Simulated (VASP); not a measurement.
Write the native input for VASP 6.6.1 that does the following.

```
Task                   : relaxation of cell and atoms
Functional             : PBEsol
Potentials or basis    : VASP PAW PBE potentials, release 64 (Ge_d)
Cutoff                 : 600 eV
k mesh                 : 10 × 10 × 10
Occupations            : fermi-dirac, width 0.02 eV
Spin                   : no spin polarisation
Dipole correction      : no
Further INCAR settings : ALGO = Normal; EDIFF = 1e-06; IBRION = 2; EDIFFG = -0.005; NSW = 60; ISIF = 3
```

The structure of Ge lies in POSCAR:

```
Ge
1.0
    0.0000000000      2.8427949738      2.8427949738
    2.8427949738      0.0000000000      2.8427949738
    2.8427949738      2.8427949738      0.0000000000
Ge
2
Direct
   -0.1250000000     -0.1250000000     -0.1250000000
    0.1250000000      0.1250000000      0.1250000000
```

The input as run:

INCAR

```
SYSTEM = Ge
  ALGO = Normal
  EDIFF = 1E-6
  EDIFFG = -0.005
  ENCUT = 600
  GGA = PS
  IBRION = 2
  ISIF = 3
  ISMEAR = -1
  LASPH = .TRUE.
  LCHARG = .FALSE.
  LREAL = .FALSE.
  LWAVE = .FALSE.
  NELM = 60
  NSW = 60
  PREC = Accurate
  SIGMA = 0.02
```

KPOINTS

```
k-points
0
G
  10 10 10
  0 0 0
```

Potentials or basis: VASP PAW PBE potentials, release 64 (Ge_d).

Launch:

```sh
$ cat potpaw_PBE.64/Ge_d/POTCAR > POTCAR
$ mpirun -np 1 vasp_std > vasp.out
```

It gave:

```
Relaxed volume                        : 22.82 Å³/atom
Relaxed cell                          : a = 4.011 Å, b = 4.011 Å, c = 4.011 Å, α = 60.00°, β = 60.00°, γ = 60.00°
Space group after relaxing (to 0.1 Å) : Fd-3m (No. 227)
Energy gained by relaxing             : 0.2 meV/atom
Ionic steps                           : 5
Pressure after relaxing               : 0.0 GPa
Band gap on the k mesh                : zero (filled and empty bands touch)
```

Caveat: semilocal functionals underestimate gaps, so a narrow gap can read as zero; the PAW data sets were made with another functional, which shifts forces and pressure a little.

Wall time 2.4 min on 1 thread of AMD EPYC 7R13, with other jobs on the host, peak memory 0.17 GiB.
